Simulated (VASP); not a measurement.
# Gd (Im-3m) in VASP: notebook

The runs below take Gd through single point, with PBEsol.

Program: VASP 6.6.1. These are calculated values, not measurements. Logs are shortened: lines on timing, memory, paths and dates and some standing lists are left out, and cuts for length are marked.

**1. The cell of the first run**

It takes space group Im-3m (No. 229, cubic). Conventional cell: a = 3.957 Å, b = 3.957 Å, c = 3.957 Å, α = 90.00°, β = 90.00°, γ = 90.00°. Within 4.5 Å of Gd (site symmetry m-3m) lie 14 Gd at 3.43 to 3.96 Å.

This isn't the form of Gd at room conditions, which is hcp.

**2. Single point, PBEsol, collinear spin, ferromagnetic start**

The input, INCAR:

```
PREC     = Accurate       # precision mode
ENCUT    = 600            # plane-wave cutoff, eV
EDIFF    = 1E-6           # SCF threshold, eV
ISMEAR   = -1             # smearing method
SIGMA    = 0.08           # smearing width, eV
LREAL    = F              # projectors in reciprocal space
LASPH    = T              # aspherical terms in the spheres
NELM     = 200            # most SCF steps
ALGO     = Normal         # electronic algorithm
ISIF     = 2              # what is computed and relaxed
LWAVE    = F              # write WAVECAR
LCHARG   = F              # write CHGCAR
ISPIN    = 2              # spin polarisation
MAGMOM   = 7              # initial moments
LORBIT   = 11             # projections on sites
LMAXMIX  = 6              # l up to which the mixer works
GGA      = PS             # functional
NBANDS   = 19             # bands
GGA_COMPAT= F
```

The input, KPOINTS:

```
regular mesh
0
Gamma
  14 14 14
```

The input, POSCAR:

```
Gd
1.0
   -1.9783223571      1.9783223571      1.9783223571
    1.9783223571     -1.9783223571      1.9783223571
    1.9783223571      1.9783223571     -1.9783223571
Gd
1
Direct
    0.0000000000      0.0000000000      0.0000000000
```

Potentials or basis: VASP PAW PBE potentials, release 64 (Gd).

Started as:

```console
$ cat potpaw_PBE.64/Gd/POTCAR > POTCAR
$ mpirun -np 1 vasp_std > vasp.out
```

OUTCAR:

```text
PREC = Accurate
   ENCUT = 600
   EDIFF = 1E-6
   ISMEAR = -1
   LREAL = F
   LASPH = T
   NELM = 200
   ISIF = 2
   ISPIN = 2
   LORBIT = 11
   GGA = PS

 ion  position               nearest neighbor table
   1  0.000  0.000  0.000-

  LATTYP: Found a body centered cubic cell.
 ALAT       =     3.9566447142

  Lattice vectors:

 A1 = (  -1.9783223571,   1.9783223571,   1.9783223571)
 A2 = (   1.9783223571,  -1.9783223571,   1.9783223571)
 A3 = (   1.9783223571,   1.9783223571,  -1.9783223571)

Analysis of symmetry for initial positions (statically):
=====================================================================
 Subroutine PRICEL returns:
 Original cell was already a primitive cell.

 Routine SETGRP: Setting up the symmetry group for a
 body centered cubic supercell.

 Subroutine GETGRP returns: Found 48 space group operations
 (whereof 48 operations were pure point group operations)
 out of a pool of 48 trial point group operations.

The static configuration has the point symmetry O_h .

Analysis of symmetry for dynamics (positions and initial velocities):
=====================================================================
 Subroutine PRICEL returns:
 Original cell was already a primitive cell.

 Routine SETGRP: Setting up the symmetry group for a
 body centered cubic supercell.

 Subroutine GETGRP returns: Found 48 space group operations
 (whereof 48 operations were pure point group operations)
 out of a pool of 48 trial point group operations.

The dynamic configuration has the point symmetry O_h .

Analysis of structural, dynamic, and magnetic symmetry:
=====================================================================
 Subroutine PRICEL returns:
 Original cell was already a primitive cell.

 Routine SETGRP: Setting up the symmetry group for a
 body centered cubic supercell.

 Subroutine GETGRP returns: Found 48 space group operations
 (whereof 48 operations were pure point group operations)
 out of a pool of 48 trial point group operations.

The overall configuration has the point symmetry O_h .

 Subroutine INISYM returns: Found 48 space group operations
 (whereof 48 operations are pure point group operations),
 and found     1 'primitive' translations

----------------------------------------------------------------------------------------

                                     Primitive cell

  volume of cell :      30.9707

  direct lattice vectors                    reciprocal lattice vectors
    -1.978322357  1.978322357  1.978322357     0.000000000  0.252739397  0.252739397
     1.978322357 -1.978322357  1.978322357     0.252739397  0.000000000  0.252739397
     1.978322357  1.978322357 -1.978322357     0.252739397  0.252739397  0.000000000

  length of vectors
     3.426554836  3.426554836  3.426554836     0.357427483  0.357427483  0.357427483

  position of ions in fractional coordinates (direct lattice)
     0.000000000  0.000000000  0.000000000

  ion indices of the primitive-cell ions
   primitive index   ion index
                 1           1

----------------------------------------------------------------------------------------

 KPOINTS: regular mesh

Automatic generation of k-mesh.
 Grid dimensions read from file:
 generate k-points for:   14   14   14

 Generating k-lattice:

  Cartesian coordinates                     Fractional coordinates (reciprocal lattice)
     0.000000000  0.018052814  0.018052814     0.071428571  0.000000000  0.000000000
     0.018052814  0.000000000  0.018052814     0.000000000  0.071428571  0.000000000
     0.018052814  0.018052814  0.000000000     0.000000000  0.000000000  0.071428571

  Length of vectors
     0.025530535  0.025530535  0.025530535

  Shift w.r.t. Gamma in fractional coordinates (k-lattice)
     0.000000000  0.000000000  0.000000000

 Subroutine IBZKPT returns following result:
 ===========================================

 Found    104 irreducible k-points:

 Following reciprocal coordinates:
            Coordinates               Weight
  0.000000  0.000000  0.000000      1.000000
  0.071429  0.000000  0.000000     12.000000
  0.142857  0.000000  0.000000     12.000000
  0.214286  0.000000  0.000000     12.000000
  0.285714  0.000000  0.000000     12.000000
  0.357143  0.000000  0.000000     12.000000
[... 16 lines left out ...]
  0.285714  0.285714  0.000000     24.000000
  0.357143  0.285714  0.000000     24.000000
 [... further k-points ...]
   k-points           NKPTS =    104   k-points in BZ     NKDIM =    104   number of bands    NBANDS=     19
   number of dos      NEDOS =    301   number of ions     NIONS =      1
   total plane-waves  NPLWV =  21952
   dimension x,y,z NGX =    28 NGY =   28 NGZ =   28
   dimension x,y,z NGXF=    56 NGYF=   56 NGZF=   56
   ions per type =               1
   NGX,Y,Z   is equivalent  to a cutoff of  13.58, 13.58, 13.58 a.u.
   NGXF,Y,Z  is equivalent  to a cutoff of  27.17, 27.17, 27.17 a.u.
 SYSTEM =  unknown system
   PREC   = accura    normal or accurate (medium, high low for compatibility)
   ISTART =      0    job   : 0-new  1-cont  2-samecut
   ICHARG =      2    charge: 1-file 2-atom 10-const
   ISPIN  =      2    spin polarized calculation?
   LNONCOLLINEAR =      F non collinear calculations
   LSORBIT =      F    spin-orbit coupling
   LASPH  =      T    aspherical Exc in radial PAW
   ENCUT  =  600.0 eV  44.10 Ry    6.64 a.u.   6.84  6.84  6.84*2*pi/ulx,y,z
   NELM   =    200;   NELMIN=  2; NELMDL= -5     # of ELM steps
   EDIFF  = 0.1E-05   stopping-criterion for ELM
   LREAL  =      F    real-space projection
[... 7 lines left out ...]
   TEBEG  =    0.0;   TEEND  =   0.0 temperature during run
   PSTRESS=    0.0 pullay stress
   NELECT =      18.0000    total number of electrons
   NUPDOWN=      -1.0000    fix difference up-down
   EMIN   =  10.00;   EMAX   =-10.00  energy-range for DOS
   EFERMI =   0.00;   METHOD = LEGACY
   ISMEAR =    -1;   SIGMA  =   0.08  broadening in eV -4-tet -1-fermi 0-gaus
   EFERMI_NEDOS =   21; number of points for ismear=-14 and -15
   IALGO  =     38    algorithm
   IMIX   =      4    mixing-type and parameters
     AMIX     =   0.40;   BMIX     =  1.00
     AMIX_MAG =   1.60;   BMIX_MAG =  1.00
  volume/ion in A,a.u.               =      30.97       209.00
  Fermi-wavevector in a.u.,A,eV,Ry     =   1.366203  2.581750 25.395424  1.866511
  Thomas-Fermi vector in A             =   2.492364
   LORBIT       =     11    0 simple, 1 ext, 2 COOP (PROOUT), +10 PAW based schemes
   GGA     = PS    functional components
   LHFCALC =     F    Hartree Fock is set to
   AEXX    =    0.0000 exact exchange contribution
   IVDW    =     0    specifies the selected vdW correction
   LEPSILON=     F    determine dielectric tensor
   LRPA    =     F    only Hartree local field effects (RPA)
 spin polarized calculation
  energy-cutoff  :      600.00
  volume of cell :       30.97
 maximum number of plane-waves:      1055
   NGX = 13   NGY = 13   NGZ = 13

 number of electron      17.9999995 magnetization       7.6049597

 Free energy of the ion-electron system (eV)
  ---------------------------------------------------
  ext. energy  EPLUGINS =         0.00000000
  ---------------------------------------------------
  free energy    TOTEN  =       -11.97004311 eV

  energy without entropy =      -11.92755422  energy(sigma->0) =      -11.94879866

 E-fermi :   3.1511     XC(G=0): -10.4091

 val. band max:        3.1461128171   @ k =  -0.2857   0.2857   0.2143
 cond. band min:       3.1514681232   @ k =  -0.2857   0.2857   0.2143
 fundamental gap:      0.0053553061
 Fermi energy:         3.1510601947

 spin component 1

 k-point     1 :       0.0000    0.0000    0.0000
  band No.  band energies     occupation
      1     -41.9868      1.00000
      2     -18.9467      1.00000
      3     -18.9467      1.00000
      4     -18.9467      1.00000
      5      -2.0256      1.00000
      6      -1.5766      1.00000
[... 11 lines left out ...]
     18      13.8939      0.00000
     19      13.8939      0.00000

 k-point     2 :       0.0714    0.0000    0.0000
  band No.  band energies     occupation
      1     -41.9824      1.00000
      2     -18.9935      1.00000
      3     -18.9610      1.00000
      4     -18.9470      1.00000
      5      -1.8669      1.00000
      6      -1.5743      1.00000
[... 11 lines left out ...]
     18      14.0466      0.00000
     19      14.1741      0.00000

 k-point     3 :       0.1429    0.0000    0.0000
  band No.  band energies     occupation
      1     -41.9699      1.00000
      2     -19.1223      1.00000
      3     -19.0007      1.00000
      4     -18.9478      1.00000
      5      -1.5686      1.00000
      6      -1.5613      1.00000
[... 11 lines left out ...]
     18      14.3862      0.00000
     19      14.9665      0.00000

 k-point     4 :       0.2143    0.0000    0.0000
  band No.  band energies     occupation
      1     -41.9519      1.00000
      2     -19.3025      1.00000
      3     -19.0574      1.00000
      4     -18.9490      1.00000
      5      -1.5622      1.00000
      6      -1.5425      1.00000
[... 407 lines left out ...]
     18      10.9114      0.00000
     19      13.4299      0.00000

 k-point    23 :       0.2857    0.2857    0.0000
  band No.  band energies     occupation
      1     -41.8885      1.00000
      2     -19.6469      1.00000
      3     -19.4159      1.00000
      4     -19.0508      1.00000
      5      -1.5528      1.00000
      6      -1.5253      1.00000
[... 11 lines left out ...]
     18      11.0770      0.00000
     19      13.6280      0.00000

 k-point    24 :       0.3571    0.2857    0.0000
  band No.  band energies     occupation
      1     -41.8857      1.00000
      2     -19.6137      1.00000
      3     -19.4806      1.00000
      4     -19.0554      1.00000
      5      -1.5545      1.00000
      6      -1.5243      1.00000
[... 11 lines left out ...]
     18      11.8266      0.00000
     19      12.9802      0.00000

 [... further k-points ...]

 spin component 2

 k-point     1 :       0.0000    0.0000    0.0000
  band No.  band energies     occupation
      1     -38.7732      1.00000
      2     -16.5130      1.00000
      3     -16.5130      1.00000
      4     -16.5130      1.00000
      5      -1.1213      1.00000
      6       3.5877      0.00424
[... 11 lines left out ...]
     18      14.8650      0.00000
     19      14.8650      0.00000

 k-point     2 :       0.0714    0.0000    0.0000
  band No.  band energies     occupation
      1     -38.7676      1.00000
      2     -16.5703      1.00000
      3     -16.5298      1.00000
      4     -16.5136      1.00000
      5      -0.9539      1.00000
      6       3.5767      0.00487
[... 11 lines left out ...]
     18      15.0232      0.00000
     19      15.1451      0.00000

 k-point     3 :       0.1429    0.0000    0.0000
  band No.  band energies     occupation
      1     -38.7522      1.00000
      2     -16.7270      1.00000
      3     -16.5765      1.00000
      4     -16.5152      1.00000
      5      -0.4829      1.00000
      6       3.5445      0.00726
[... 11 lines left out ...]
     18      15.3907      0.00000
     19      15.9393      0.00000

 k-point     4 :       0.2143    0.0000    0.0000
  band No.  band energies     occupation
      1     -38.7297      1.00000
      2     -16.9447      1.00000
      3     -16.6429      1.00000
      4     -16.5175      1.00000
      5       0.1928      1.00000
      6       3.5022      0.01226
[... 407 lines left out ...]
     18      12.4357      0.00000
     19      14.6167      0.00000

 k-point    23 :       0.2857    0.2857    0.0000
  band No.  band energies     occupation
      1     -38.6508      1.00000
      2     -17.3528      1.00000
      3     -17.0756      1.00000
      4     -16.6386      1.00000
      5       2.7037      0.99629
      6       3.4044      0.04043
[... 11 lines left out ...]
     18      12.5786      0.00000
     19      15.0022      0.00000

 k-point    24 :       0.3571    0.2857    0.0000
  band No.  band energies     occupation
      1     -38.6472      1.00000
      2     -17.3131      1.00000
      3     -17.1533      1.00000
      4     -16.6440      1.00000
      5       2.8105      0.98604
      6       3.4772      0.01668
[... 11 lines left out ...]
     18      13.2778      0.00000
     19      14.3702      0.00000

 [... further k-points ...]
[... 5 lines left out ...]
  --------------------------------------------------------------------------------------
  -------------------------------------------------------------------------------------
  Total        0.0680355      0.0680355      0.0680355     -0.0000000      0.0000000      0.0000000
  in kB        3.5196152      3.5196152      3.5196152     -0.0000000      0.0000000      0.0000000
  external PRESSURE =       3.5196152 kB  Pullay stress =       0.0000000 kB

 VOLUME and BASIS-vectors are now :
 -----------------------------------------------------------------------------
  energy-cutoff  :      600.00
  volume of cell :       30.97
      direct lattice vectors                 reciprocal lattice vectors
    -1.978322357  1.978322357  1.978322357     0.000000000  0.252739397  0.252739397
     1.978322357 -1.978322357  1.978322357     0.252739397  0.000000000  0.252739397
     1.978322357  1.978322357 -1.978322357     0.252739397  0.252739397  0.000000000

 POSITION                                       TOTAL-FORCE (eV/Angst)
 -----------------------------------------------------------------------------------
      0.00000      0.00000      0.00000         0.000000     -0.000000     -0.000000
 -----------------------------------------------------------------------------------
    total drift:                               -0.000000     -0.000000     -0.000000

  FREE ENERGIE OF THE ION-ELECTRON SYSTEM (eV)
  ---------------------------------------------------
  free  energy   TOTEN  =       -11.9700431052 eV

  energy  without entropy=      -11.9275542241  energy(sigma->0) =      -11.94879866

 total charge

# of ion       s       p       d       f       tot
--------------------------------------------------
    1        2.074   5.538   0.623   6.982  15.217

 magnetization (x)

# of ion       s       p       d       f       tot
--------------------------------------------------
    1        0.003  -0.048   0.245   6.809   7.009
```

Run time: 2.1 min. Hardware: 1 thread of Intel Xeon 6975P-C (Granite Rapids), shared host; peak memory 0.28 GiB.

What came out:

```yaml
Free_energy: -11.9700 eV
Pressure: 0.4 GPa
Net_moment: 7.60 μB per cell
Site_moments: Gd +7.01 μB
Valence_electrons_inside_the_program's_atomic_spheres: Gd 15.22
```

Caveat: the PAW data sets were made with another functional, which shifts forces and pressure a little; spin-orbit coupling is left out, which moves the levels of the heavy elements; semilocal functionals describe open f shells poorly, which spoils levels, moments and volumes.

(Continued in part 2 of 2.)
